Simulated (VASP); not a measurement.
Here is a VASP 6.6.1 calculation.

The input INCAR:

```
SYSTEM = KBr
  PREC = Accurate
  ENCUT = 520
  EDIFF = 1E-6
  ISMEAR = 0
  SIGMA = 0.05
  LREAL = .FALSE.
  LASPH = .TRUE.
  NELM = 100
  ALGO = Normal
  ISIF = 2
  LWAVE = .FALSE.
  LCHARG = .FALSE.
  GGA = PS
  NBANDS = 15
```

File KPOINTS:

```
Automatic mesh
0
G
  8 8 8
  0 0 0
```

Contents of POSCAR:

```
KBr
1.0
   -0.7097125624      2.9612144845      2.9612144845
    2.9612144845     -0.7097125624      2.9612144845
    2.9612144845      2.9612144845     -0.7097125624
K Br
1 1
Direct
    0.0000000000      0.0000000000      0.0000000000
    0.5000000000      0.5000000000      0.5000000000
```

Potentials or basis: VASP PAW PBE potentials, release 64 (K_sv, Br).

Command:

```console
$ cat potpaw_PBE.64/K_sv/POTCAR potpaw_PBE.64/Br/POTCAR > POTCAR
$ mpirun -np 1 vasp_std > vasp.out
```

Problem. Estimate the pressure.

Solution. -0.7 GPa.

Problem. Predict the band gap on the k mesh.

Solution. 3.77 eV, direct.

Stress tensor (GPa, compression positive):
```
-0.73  0.42  0.42
 0.42 -0.73  0.42
 0.42  0.42 -0.73
```

Caveat: the PAW data sets were made with another functional, which shifts forces and pressure a little. A k mesh can miss the band edges.
